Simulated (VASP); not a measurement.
# Ba16H (a cell with a defect) in VASP: single point with PBE

Aim: the single point of Ba16H (a cell with a defect) with PBE.

Program: VASP 6.6.1. These are calculated values, not measurements. Logs are shortened: lines on timing, memory, paths and dates and some standing lists are left out, and cuts for length are marked.

## (1) The cell of the first run

The cell holds a defect, 17 atoms: a = 10.040 Å, b = 10.040 Å, c = 10.040 Å, α = 90.00°, β = 90.00°, γ = 90.00°.

## (2) Single point, PBE

Contents of INCAR:

```
SYSTEM = Ba16H
PREC = Accurate
ENCUT = 520
EDIFF = 1E-6
ISMEAR = -1
SIGMA = 0.15
LREAL = Auto
LASPH = .True.
NELM = 60
ALGO = Normal
ISIF = 2
LWAVE = .False.
LCHARG = .False.
GGA = PE
NBANDS = 94
```

Contents of KPOINTS:

```
regular mesh
0
Gamma
  1 1 1
  0 0 0
```

Contents of POSCAR:

```
Ba16H
1.0
   10.0400000000      0.0000000000      0.0000000000
    0.0000000000     10.0400000000      0.0000000000
    0.0000000000      0.0000000000     10.0400000000
Ba H
16 1
Direct
    0.0098276687     -0.0061906697     -0.0003583045
    0.4971251974      0.0194283675      0.0001295912
    0.0100248216      0.5060500168     -0.0003573563
   -0.0010821366     -0.0030263996      0.4996997163
    0.2398206053      0.2498405333      0.2563319821
    0.4970457854      0.4803933950      0.0001196402
    0.5016774917      0.0035741401      0.4994859284
    0.7521245766      0.2500226483      0.2296261613
   -0.0009771645      0.5027367262      0.4996974716
    0.2501692181      0.7498491927      0.2534628695
    0.2404329442      0.2498384984      0.7434732803
    0.5015805942      0.4961670174      0.4994901708
    0.7489034934      0.7497887270      0.2462398564
    0.7517551123      0.2500290547      0.7701437393
    0.2504520905      0.7498522732      0.7459200023
    0.7486063809      0.7497847475      0.7532327195
    0.6220402209      0.2492042312     -0.0026432683
```

Potentials or basis: VASP PAW PBE potentials, release 64 (Ba_sv, H).

The run is started by

```
$ cat potpaw_PBE.64/Ba_sv/POTCAR potpaw_PBE.64/H/POTCAR > POTCAR
$ mpirun -np 1 vasp_gam > vasp.out
```

OUTCAR:

```text
SYSTEM = Ba16H
   PREC = Accurate
   ENCUT = 520
   EDIFF = 1E-6
   ISMEAR = -1
   LREAL = Auto
   LASPH = .True.
   NELM = 60
   ISIF = 2
   GGA = PE

 ion  position               nearest neighbor table
   1  0.010  0.994  1.000-  10 4.28  15 4.28   5 4.31  11 4.31  14 4.32   8 4.32  13 4.36  16 4.36

   2  0.497  0.019  0.000-  17 2.63   8 4.15  14 4.15  11 4.32   5 4.32  13 4.45  16 4.46  10 4.47
                            15 4.47   6 4.63
   3  0.010  0.506  1.000-  10 4.28  15 4.28   5 4.31  11 4.31  14 4.32   8 4.32  13 4.36  16 4.36

   4  0.999  0.997  0.500-   5 4.27  11 4.28  10 4.32  15 4.32  13 4.35  16 4.35   8 4.47  14 4.47

   5  0.240  0.250  0.256-   9 4.27   4 4.27   1 4.31   3 4.31   2 4.32   6 4.32  12 4.36   7 4.36

   6  0.497  0.480  0.000-  17 2.64   8 4.15  14 4.15  11 4.32   5 4.32  13 4.45  16 4.45  10 4.46
                            15 4.47   2 4.63
   7  0.502  0.004  0.499-  10 4.36  15 4.36   5 4.36  11 4.36  13 4.37  16 4.37   8 4.45  14 4.45

   8  0.752  0.250  0.230-  17 2.67   6 4.15   2 4.15   1 4.32   3 4.32  12 4.45   7 4.45   9 4.46
                             4 4.47  14 4.61
   9  0.999  0.503  0.500-   5 4.27  11 4.28  10 4.32  15 4.32  13 4.35  16 4.35   8 4.46  14 4.47

  10  0.250  0.750  0.253-   3 4.28   1 4.28   9 4.32   4 4.32  12 4.35   7 4.36   6 4.46   2 4.47

  11  0.240  0.250  0.743-   9 4.28   4 4.28   1 4.31   3 4.31   2 4.32   6 4.32  12 4.36   7 4.36

  12  0.502  0.496  0.499-  10 4.35  15 4.35   5 4.36  11 4.36  13 4.37  16 4.37   8 4.45  14 4.45

  13  0.749  0.750  0.246-   9 4.35   4 4.35   3 4.36   1 4.36  12 4.37   7 4.37   6 4.45   2 4.45

  14  0.752  0.250  0.770-  17 2.63   6 4.15   2 4.15   1 4.32   3 4.32  12 4.45   7 4.45   9 4.47
                             4 4.47   8 4.61
  15  0.250  0.750  0.746-   3 4.28   1 4.28   9 4.32   4 4.32  12 4.35   7 4.36   6 4.47   2 4.47

  16  0.749  0.750  0.753-   9 4.35   4 4.35   3 4.36   1 4.36  12 4.37   7 4.37   6 4.45   2 4.46

  17  0.622  0.249  0.997-   2 2.63  14 2.63   6 2.64   8 2.67

  LATTYP: Found a simple cubic cell.
 ALAT       =    10.0400000000

  Lattice vectors:

 A1 = (  10.0400000000,   0.0000000000,   0.0000000000)
 A2 = (   0.0000000000,  10.0400000000,   0.0000000000)
 A3 = (   0.0000000000,   0.0000000000,  10.0400000000)

Analysis of symmetry for initial positions (statically):
=====================================================================
 Subroutine PRICEL returns:
 Original cell was already a primitive cell.

 Routine SETGRP: Setting up the symmetry group for a
 simple cubic supercell.

 Subroutine GETGRP returns: Found  1 space group operations
 (whereof  1 operations were pure point group operations)
 out of a pool of 48 trial point group operations.

The static configuration has the point symmetry C_1 .

Analysis of symmetry for dynamics (positions and initial velocities):
=====================================================================
 Subroutine PRICEL returns:
 Original cell was already a primitive cell.

 Routine SETGRP: Setting up the symmetry group for a
 simple cubic supercell.

 Subroutine GETGRP returns: Found  1 space group operations
 (whereof  1 operations were pure point group operations)
 out of a pool of 48 trial point group operations.

The dynamic configuration has the point symmetry C_1 .

 Subroutine INISYM returns: Found  1 space group operations
 (whereof  1 operations are pure point group operations),
 and found     1 'primitive' translations

----------------------------------------------------------------------------------------

                                     Primitive cell

  volume of cell :    1012.0481

  direct lattice vectors                    reciprocal lattice vectors
    10.040000000  0.000000000  0.000000000     0.099601594  0.000000000  0.000000000
     0.000000000 10.040000000  0.000000000     0.000000000  0.099601594  0.000000000
     0.000000000  0.000000000 10.040000000     0.000000000  0.000000000  0.099601594

  length of vectors
    10.040000000 10.040000000 10.040000000     0.099601594  0.099601594  0.099601594

  position of ions in fractional coordinates (direct lattice)
     0.009827669  0.993809330  0.999641696
     0.497125197  0.019428367  0.000129591
     0.010024822  0.506050017  0.999642644
     0.998917863  0.996973600  0.499699716
     0.239820605  0.249840533  0.256331982
     0.497045785  0.480393395  0.000119640
[... 9 lines left out ...]
     0.748606381  0.749784748  0.753232719
     0.622040221  0.249204231  0.997356732

  ion indices of the primitive-cell ions
   primitive index   ion index
                 1           1
                 2           2
                 3           3
                 4           4
                 5           5
                 6           6
[... 9 lines left out ...]
                16          16
                17          17

----------------------------------------------------------------------------------------

 KPOINTS: regular mesh

Automatic generation of k-mesh.
 Grid dimensions read from file:
 generate k-points for:    1    1    1

 Generating k-lattice:

  Cartesian coordinates                     Fractional coordinates (reciprocal lattice)
     0.099601594  0.000000000  0.000000000     1.000000000  0.000000000  0.000000000
     0.000000000  0.099601594  0.000000000     0.000000000  1.000000000  0.000000000
     0.000000000  0.000000000  0.099601594     0.000000000  0.000000000  1.000000000

  Length of vectors
     0.099601594  0.099601594  0.099601594

  Shift w.r.t. Gamma in fractional coordinates (k-lattice)
     0.000000000  0.000000000  0.000000000

 Subroutine IBZKPT returns following result:
 ===========================================

 Found      1 irreducible k-points:

 Following reciprocal coordinates:
            Coordinates               Weight
  0.000000  0.000000  0.000000      1.000000
   k-points           NKPTS =      1   k-points in BZ     NKDIM =      1   number of bands    NBANDS=     94
   number of dos      NEDOS =    301   number of ions     NIONS =     17
   total plane-waves  NPLWV = 512000
   dimension x,y,z NGX =    80 NGY =   80 NGZ =   80
   dimension x,y,z NGXF=   160 NGYF=  160 NGZF=  160
   ions per type =              16   1
   NGX,Y,Z   is equivalent  to a cutoff of  13.25, 13.25, 13.25 a.u.
   NGXF,Y,Z  is equivalent  to a cutoff of  26.49, 26.49, 26.49 a.u.
 SYSTEM =  Ba16H
   PREC   = accura    normal or accurate (medium, high low for compatibility)
   ISTART =      0    job   : 0-new  1-cont  2-samecut
   ICHARG =      2    charge: 1-file 2-atom 10-const
   ISPIN  =      1    spin polarized calculation?
   LNONCOLLINEAR =      F non collinear calculations
   LSORBIT =      F    spin-orbit coupling
   LASPH  =      T    aspherical Exc in radial PAW
   ENCUT  =  520.0 eV  38.22 Ry    6.18 a.u.  18.67 18.67 18.67*2*pi/ulx,y,z
   NELM   =     60;   NELMIN=  2; NELMDL= -5     # of ELM steps
   EDIFF  = 0.1E-05   stopping-criterion for ELM
   LREAL  =      T    real-space projection
   EDIFFG = 0.1E-04   stopping-criterion for IOM
   NSW    =      0    number of steps for IOM
   IBRION =     -1    ionic relax: 0-MD 1-quasi-New 2-CG
   NFREE  =      0    steps in history (QN), initial steepest desc. (CG)
   ISIF   =      2    stress and relaxation
   ISYM   =      2    0-nonsym 1-usesym 2-fastsym
   POTIM  = 0.5000    time-step for ionic-motion
   TEBEG  =    0.0;   TEEND  =   0.0 temperature during run
   PSTRESS=    0.0 pullay stress
   NELECT =     161.0000    total number of electrons
   NUPDOWN=      -1.0000    fix difference up-down
   EMIN   =  10.00;   EMAX   =-10.00  energy-range for DOS
   EFERMI =   0.00;   METHOD = LEGACY
   ISMEAR =    -1;   SIGMA  =   0.15  broadening in eV -4-tet -1-fermi 0-gaus
   EFERMI_NEDOS =   21; number of points for ismear=-14 and -15
   IALGO  =     38    algorithm
   IMIX   =      4    mixing-type and parameters
     AMIX     =   0.40;   BMIX     =  1.00
     AMIX_MAG =   1.60;   BMIX_MAG =  1.00
  volume/ion in A,a.u.               =      59.53       401.74
  Fermi-wavevector in a.u.,A,eV,Ry     =   0.887053  1.676288 10.705930  0.786864
  Thomas-Fermi vector in A             =   2.008301
   LORBIT       =      0    0 simple, 1 ext, 2 COOP (PROOUT), +10 PAW based schemes
   GGA     = PE    functional components
   LHFCALC =     F    Hartree Fock is set to
   AEXX    =    0.0000 exact exchange contribution
   IVDW    =     0    specifies the selected vdW correction
   LEPSILON=     F    determine dielectric tensor
   LRPA    =     F    only Hartree local field effects (RPA)
 non-spin polarized calculation
  energy-cutoff  :      520.00
  volume of cell :     1012.05
 maximum number of plane-waves:     13601
 NGX is ok and might be reduce to    80
   NGX = 37   NGY = 37   NGZ = 37

 number of electron     160.9999995 magnetization

 Free energy of the ion-electron system (eV)
  ---------------------------------------------------
  ext. energy  EPLUGINS =         0.00000000
  ---------------------------------------------------
  free energy    TOTEN  =       -38.95669472 eV

  energy without entropy =      -38.04333631  energy(sigma->0) =      -38.50001551

 E-fermi :   1.7790     XC(G=0):  -7.4050

 val. band max:        1.4811004806   @ k =   0.0000   0.0000   0.0000
 cond. band min:       2.1228882761   @ k =   0.0000   0.0000   0.0000
 fundamental gap:      0.6417877955
 Fermi energy:         1.7790176055

 k-point     1 :       0.0000    0.0000    0.0000
  band No.  band energies     occupation
      1     -27.2669      2.00000
      2     -27.2421      2.00000
      3     -27.2406      2.00000
      4     -27.2400      2.00000
      5     -27.2393      2.00000
      6     -27.2341      2.00000
[... 84 lines left out ...]
     91       2.3468      0.04441
     92       2.3579      0.04130
 [bands above 92 left out]

------------------------ aborting loop because EDIFF is reached ----------------------------------------

  FORCE on cell =-STRESS in cart. coord.  units (eV):
  Direction    XX          YY          ZZ          XY          YZ          ZX
  --------------------------------------------------------------------------------------
  -------------------------------------------------------------------------------------
  Total       -4.5858075     -6.0610220     -6.1319067      0.0150317     -0.0002646     -0.0477083
  in kB       -7.2598101     -9.5952281     -9.7074459      0.0237967     -0.0004188     -0.0755272
  external PRESSURE =      -8.8541614 kB  Pullay stress =       0.0000000 kB

 VOLUME and BASIS-vectors are now :
 -----------------------------------------------------------------------------
  energy-cutoff  :      520.00
  volume of cell :     1012.05
      direct lattice vectors                 reciprocal lattice vectors
    10.040000000  0.000000000  0.000000000     0.099601594  0.000000000  0.000000000
     0.000000000 10.040000000  0.000000000     0.000000000  0.099601594  0.000000000
     0.000000000  0.000000000 10.040000000     0.000000000  0.000000000  0.099601594

 POSITION                                       TOTAL-FORCE (eV/Angst)
 -----------------------------------------------------------------------------------
      0.09867      9.97785     10.03640         0.010226     -0.000551      0.000420
      4.99114      0.19506      0.00130        -0.053606     -0.082243     -0.002326
      0.10065      5.08074     10.03641         0.009038     -0.002147      0.000059
     10.02914     10.00961      5.01699        -0.013142     -0.004852      0.001742
      2.40780      2.50840      2.57357        -0.008234      0.000302     -0.004437
      4.99034      4.82315      0.00120        -0.048707      0.069102     -0.002217
[... 9 lines left out ...]
      7.51601      7.52784      7.56246        -0.007539      0.001336      0.022833
      6.24528      2.50201     10.01346         0.026571      0.014082      0.045020
 -----------------------------------------------------------------------------------
    total drift:                                0.000947     -0.000331      0.001712

  FREE ENERGIE OF THE ION-ELECTRON SYSTEM (eV)
  ---------------------------------------------------
  free  energy   TOTEN  =       -38.9566947220 eV

  energy  without entropy=      -38.0433363072  energy(sigma->0) =      -38.50001551
```

Run time: 4.6 min. Hardware: 1 thread of Intel Xeon Platinum 8559C (Emerald Rapids), shared host; peak memory 0.92 GiB.

Results:

| Item | Value |
| --- | --- |
| Free energy | -38.9567 eV |
| Pressure | -0.9 GPa |
| Largest force | 0.101 eV/Å |

Forces on the atoms (eV/Å):
```
Ba   0.010 -0.001  0.000
Ba  -0.054 -0.082 -0.002
Ba   0.009 -0.002  0.000
Ba  -0.013 -0.005  0.002
Ba  -0.008  0.000 -0.004
Ba  -0.049  0.069 -0.002
Ba   0.006  0.024  0.002
Ba   0.031 -0.001  0.045
Ba  -0.013  0.005  0.002
Ba   0.013  0.000  0.000
Ba  -0.014  0.001 -0.001
Ba   0.006 -0.024  0.002
Ba  -0.009  0.001 -0.023
Ba   0.053 -0.001 -0.086
Ba   0.013  0.000 -0.001
Ba  -0.008  0.001  0.023
H    0.027  0.014  0.045
```

Levels at points of the mesh, in eV from the Fermi level:
| k point | band 76 | band 77 | band 78 | band 79 | band 80 | band 81 | band 82 | band 83 | band 84 | band 85 |
| --- | --- | --- | --- | --- | --- | --- | --- | --- | --- | --- |
| (0.00, 0.00, 0.00) | -1.02 | -1.01 | -0.74 | -0.67 | -0.30 | 0.34 | 0.35 | 0.35 | 0.35 | 0.39 |

Caveat: the k points lie up to 0.63 Å⁻¹ apart; spin-orbit coupling is left out, which moves the levels of the heavy elements.
